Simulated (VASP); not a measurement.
# MgS (Fm-3m) in VASP: notebook, part 2 of 2

VASP 6.6.1.

### Step 3. Single point, HSE06

This run uses another cell than the first one, of 17.52 Å³/atom.

Contents of POSCAR:

```
MgS
1.0
    0.0000000000      2.5972331884      2.5972331884
    2.5972331884      0.0000000000      2.5972331884
    2.5972331884      2.5972331884      0.0000000000
Mg S
1 1
Direct
    0.0000000000      0.0000000000      0.0000000000
    0.5000000000      0.5000000000      0.5000000000
```

Contents of INCAR.step1:

```
SYSTEM = MgS
PREC = Accurate
ENCUT = 520
EDIFF = 1E-5
ISMEAR = -1
SIGMA = 0.02
LREAL = .False.
LASPH = .True.
NELM = 100
ALGO = Normal
ISIF = 2
LWAVE = .True.
LCHARG = .False.
NBANDS = 11
GGA = PE
```

Contents of INCAR.step2:

```
SYSTEM = MgS
PREC = Accurate
ENCUT = 520
EDIFF = 1E-6
ISMEAR = -1
SIGMA = 0.02
LREAL = .False.
LASPH = .True.
NELM = 100
ALGO = Normal
ISIF = 2
LWAVE = .False.
LCHARG = .False.
GGA = PE
LHFCALC = .True.
HFSCREEN = 0.2079
PRECFOCK = Normal
NBANDS = 11
ISTART = 1
```

Contents of KPOINTS:

```
Automatic mesh
0
Gamma
  6 6 6
  0 0 0
```

Potentials or basis: VASP PAW PBE potentials, release 64 (Mg, S).

Launch:

```
$ cat potpaw_PBE.64/Mg/POTCAR potpaw_PBE.64/S/POTCAR > POTCAR
$ cp INCAR.step1 INCAR
$ mpirun -np 1 vasp_std > vasp.out
$ cp INCAR.step2 INCAR
$ mpirun -np 1 vasp_std > vasp.out
```

OUTCAR:

```text
SYSTEM = MgS
   PREC = Accurate
   ENCUT = 520
   EDIFF = 1E-6
   ISMEAR = -1
   LREAL = .False.
   LASPH = .True.
   NELM = 100
   ISIF = 2
   GGA = PE
   LHFCALC = .True.
   HFSCREEN = 0.2079
   PRECFOCK = Normal
   ISTART = 1

 ion  position               nearest neighbor table
   1  0.000  0.000  0.000-   2 2.60   2 2.60   2 2.60   2 2.60   2 2.60   2 2.60
   2  0.500  0.500  0.500-   1 2.60   1 2.60   1 2.60   1 2.60   1 2.60   1 2.60

  LATTYP: Found a face centered cubic cell.
 ALAT       =     5.1944663768

  Lattice vectors:

 A1 = (   0.0000000000,   2.5972331884,   2.5972331884)
 A2 = (   2.5972331884,   0.0000000000,   2.5972331884)
 A3 = (   2.5972331884,   2.5972331884,   0.0000000000)

Analysis of symmetry for initial positions (statically):
=====================================================================
 Subroutine PRICEL returns:
 Original cell was already a primitive cell.

 Routine SETGRP: Setting up the symmetry group for a
 face centered cubic supercell.

 Subroutine GETGRP returns: Found 48 space group operations
 (whereof 48 operations were pure point group operations)
 out of a pool of 48 trial point group operations.

The static configuration has the point symmetry O_h .

Analysis of symmetry for dynamics (positions and initial velocities):
=====================================================================
 Subroutine PRICEL returns:
 Original cell was already a primitive cell.

 Routine SETGRP: Setting up the symmetry group for a
 face centered cubic supercell.

 Subroutine GETGRP returns: Found 48 space group operations
 (whereof 48 operations were pure point group operations)
 out of a pool of 48 trial point group operations.

The dynamic configuration has the point symmetry O_h .

 Subroutine INISYM returns: Found 48 space group operations
 (whereof 48 operations are pure point group operations),
 and found     1 'primitive' translations

----------------------------------------------------------------------------------------

                                     Primitive cell

  volume of cell :      35.0399

  direct lattice vectors                    reciprocal lattice vectors
     0.000000000  2.597233188  2.597233188    -0.192512556  0.192512556  0.192512556
     2.597233188  0.000000000  2.597233188     0.192512556 -0.192512556  0.192512556
     2.597233188  2.597233188  0.000000000     0.192512556  0.192512556 -0.192512556

  length of vectors
     3.673042400  3.673042400  3.673042400     0.333441528  0.333441528  0.333441528

  position of ions in fractional coordinates (direct lattice)
     0.000000000  0.000000000  0.000000000
     0.500000000  0.500000000  0.500000000

  ion indices of the primitive-cell ions
   primitive index   ion index
                 1           1
                 2           2

----------------------------------------------------------------------------------------

 KPOINTS: Automatic mesh

Automatic generation of k-mesh.
 Grid dimensions read from file:
 generate k-points for:    6    6    6

 Generating k-lattice:

  Cartesian coordinates                     Fractional coordinates (reciprocal lattice)
[... 37 lines left out ...]
   dimension x,y,z NGXF=    56 NGYF=   56 NGZF=   56
   ions per type =               1   1
   NGX,Y,Z   is equivalent  to a cutoff of  12.67, 12.67, 12.67 a.u.
   NGXF,Y,Z  is equivalent  to a cutoff of  25.35, 25.35, 25.35 a.u.
 SYSTEM =  MgS
   PREC   = accura    normal or accurate (medium, high low for compatibility)
   ISTART =      1    job   : 0-new  1-cont  2-samecut
   ICHARG =      0    charge: 1-file 2-atom 10-const
   ISPIN  =      1    spin polarized calculation?
   LNONCOLLINEAR =      F non collinear calculations
   LSORBIT =      F    spin-orbit coupling
   LASPH  =      T    aspherical Exc in radial PAW
   ENCUT  =  520.0 eV  38.22 Ry    6.18 a.u.   6.83  6.83  6.83*2*pi/ulx,y,z
   NELM   =    100;   NELMIN=  2; NELMDL=  0     # of ELM steps
   EDIFF  = 0.1E-05   stopping-criterion for ELM
   LREAL  =      F    real-space projection
   EDIFFG = 0.1E-04   stopping-criterion for IOM
   NSW    =      0    number of steps for IOM
   IBRION =     -1    ionic relax: 0-MD 1-quasi-New 2-CG
   NFREE  =      0    steps in history (QN), initial steepest desc. (CG)
   ISIF   =      2    stress and relaxation
   ISYM   =      3    0-nonsym 1-usesym 2-fastsym
   POTIM  = 0.5000    time-step for ionic-motion
   TEBEG  =    0.0;   TEEND  =   0.0 temperature during run
   PSTRESS=    0.0 pullay stress
   NELECT =       8.0000    total number of electrons
   NUPDOWN=      -1.0000    fix difference up-down
   EMIN   =  10.00;   EMAX   =-10.00  energy-range for DOS
   EFERMI =   0.00;   METHOD = LEGACY
   ISMEAR =    -1;   SIGMA  =   0.02  broadening in eV -4-tet -1-fermi 0-gaus
   EFERMI_NEDOS =   21; number of points for ismear=-14 and -15
   IALGO  =     38    algorithm
   IMIX   =      1    mixing-type and parameters
     AMIX     =   0.40;   BMIX     =  1.00
     AMIX_MAG =   1.60;   BMIX_MAG =  1.00
  volume/ion in A,a.u.               =      17.52       118.23
  Fermi-wavevector in a.u.,A,eV,Ry     =   1.000577  1.890817 13.621534  1.001154
  Thomas-Fermi vector in A             =   2.132943
   LORBIT       =      0    0 simple, 1 ext, 2 COOP (PROOUT), +10 PAW based schemes
   GGA     = PE    functional components
   LHFCALC =     T    Hartree Fock is set to
   PRECFOCK=normal    Normal, Fast or Accurate (Low or Medium for compatibility)
   ENCUT4O =  -1.0   cutoff for four orbital integrals eV
   NKREDX  =     1    reduce k-point grid by
   NKREDY  =     1    reduce k-point grid by
   NKREDZ  =     1    reduce k-point grid by
   AEXX    =    0.2500 exact exchange contribution
   HFSCREEN=    0.2079 screening length (either q_TF or 0.3 A-1)
   HFSCREENC=   0.2079 screening length for correlation (either q_TF or 0.3 A-1)
   ENCUTFOCK=  -1.0 apply spherical cutoff to Coloumb kernel
   IVDW    =     0    specifies the selected vdW correction
   LEPSILON=     F    determine dielectric tensor
   LRPA    =     F    only Hartree local field effects (RPA)
 non-spin polarized calculation
  energy-cutoff  :      520.00
  volume of cell :       35.04
 maximum number of plane-waves:       960
  NGX = 24; NGY = 24; NGZ = 24

 number of electron       8.0000000 magnetization

 Free energy of the ion-electron system (eV)
  ---------------------------------------------------
  ext. energy  EPLUGINS =         0.00000000
  ---------------------------------------------------
  free energy    TOTEN  =        -9.88749315 eV

  energy without entropy =       -9.88749315  energy(sigma->0) =       -9.88749315

 E-fermi :   3.5905     XC(G=0):  -8.0663

 val. band max:        3.1089291017   @ k =   0.0000   0.0000   0.0000
 cond. band min:       6.8720304502   @ k =   0.5000   0.5000   0.0000
 fundamental gap:      3.7631013484
 Fermi energy:         3.5904642570

 k-point     1 :       0.0000    0.0000    0.0000
  band No.  band energies     occupation
      1     -10.8856      2.00000
      2       3.1089      2.00000
      3       3.1089      2.00000
      4       3.1089      2.00000
      5       7.9471      0.00000
      6      12.2111      0.00000
      7      12.2111      0.00000
      8      12.2111      0.00000
      9      14.8051      0.00000
     10      14.8051      0.00000
     11      16.8561      0.00000
[... 197 lines left out ...]
 k-point    16 :      -0.3333    0.5000    0.1667
  band No.  band energies     occupation
      1      -8.9865      2.00000
      2      -1.0197      2.00000
      3       0.2804      2.00000
      4       0.7249      2.00000
      5       8.5862      0.00000
      6      10.3844      0.00000
      7      13.6128      0.00000
      8      14.2550      0.00000
      9      18.5156      0.00000
     10      19.7554      0.00000
     11      20.2217      0.00000

------------------------ aborting loop because EDIFF is reached ----------------------------------------

  FORCE on cell =-STRESS in cart. coord.  units (eV):
  Direction    XX          YY          ZZ          XY          YZ          ZX
  --------------------------------------------------------------------------------------
  -------------------------------------------------------------------------------------
  Total       -0.0710298     -0.0710298     -0.0710298     -0.0000000      0.0000000      0.0000000
  in kB       -3.2477944     -3.2477944     -3.2477944     -0.0000000      0.0000000      0.0000000
  external PRESSURE =      -3.2477944 kB  Pullay stress =       0.0000000 kB

 VOLUME and BASIS-vectors are now :
 -----------------------------------------------------------------------------
  energy-cutoff  :      520.00
  volume of cell :       35.04
      direct lattice vectors                 reciprocal lattice vectors
     0.000000000  2.597233188  2.597233188    -0.192512556  0.192512556  0.192512556
     2.597233188  0.000000000  2.597233188     0.192512556 -0.192512556  0.192512556
     2.597233188  2.597233188  0.000000000     0.192512556  0.192512556 -0.192512556

 POSITION                                       TOTAL-FORCE (eV/Angst)
 -----------------------------------------------------------------------------------
      0.00000      0.00000      0.00000         0.000000     -0.000000     -0.000000
      2.59723      2.59723      2.59723        -0.000000      0.000000      0.000000
 -----------------------------------------------------------------------------------
    total drift:                               -0.000114     -0.000165     -0.000166

  FREE ENERGIE OF THE ION-ELECTRON SYSTEM (eV)
  ---------------------------------------------------
  free  energy   TOTEN  =        -9.8874931482 eV

  energy  without entropy=       -9.8874931482  energy(sigma->0) =       -9.88749315
```

It took 9.9 min on 1 thread of Intel Xeon Platinum 8124M at 3.00GHz (Skylake/Cascade Lake), shared host; peak memory 0.28 GiB.

What came out:

```
Free energy            : -9.8875 eV
Pressure               : -0.3 GPa
Band gap on the k mesh : 3.76 eV (least direct gap 4.84 eV)
```

Caveat: the PAW data sets were made with another functional, which shifts forces and pressure a little. A k mesh can miss the band edges.
